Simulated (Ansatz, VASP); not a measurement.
## CdTe in VASP and in Ansatz

```xyz
2
Lattice="0.0000 3.2050 3.2050 3.2050 0.0000 3.2050 3.2050 3.2050 0.0000" Properties=species:S:1:pos:R:3 pbc="T T T"
Te    4.8075    4.8075    4.8075
Cd    0.0000    0.0000    0.0000
```

Alike in both runs: task relaxation of cell and atoms; functional revPBE; dispersion D4; k mesh 7 × 7 × 7; occupations fermi-dirac, width 0.05 eV; no spin polarisation.

|  | VASP | Ansatz |
| --- | --- | --- |
| version | VASP 6.6.1 | Ansatz 0.2.0 |
| potentials or method | VASP PAW PBE potentials, release 64 (Te, Cd) | Ansatz PAW |
| plane-wave cutoff (eV) | 600 | 420 |
| valence electrons in the cell | 18 | 36 |

Ansatz gave:

| Quantity | Value |
| --- | --- |
| relaxed volume (Å³/atom) | 34.53 |
| relaxed cell length with the largest relative difference (Å) | 4.605 |

Task: Estimate VASP's values.

Result: Relaxed volume (Å³/atom): 34.60; relaxed cell length with the largest relative difference (Å): 4.608.

VASP's potentials were made for PBE, not for revPBE. VASP's potentials hold 18 valence electrons a cell and Ansatz's 36, so a difference there can come from the potentials and not from the codes.

Spin-orbit coupling is off throughout. Noted on Ansatz's run: odd divisions of the mesh miss points on the zone boundary, where band edges often lie, so the gap on the mesh can be too wide; the plane-wave basis is chosen anew once the cell has moved, so the energies of steps on either side of that aren't comparable.
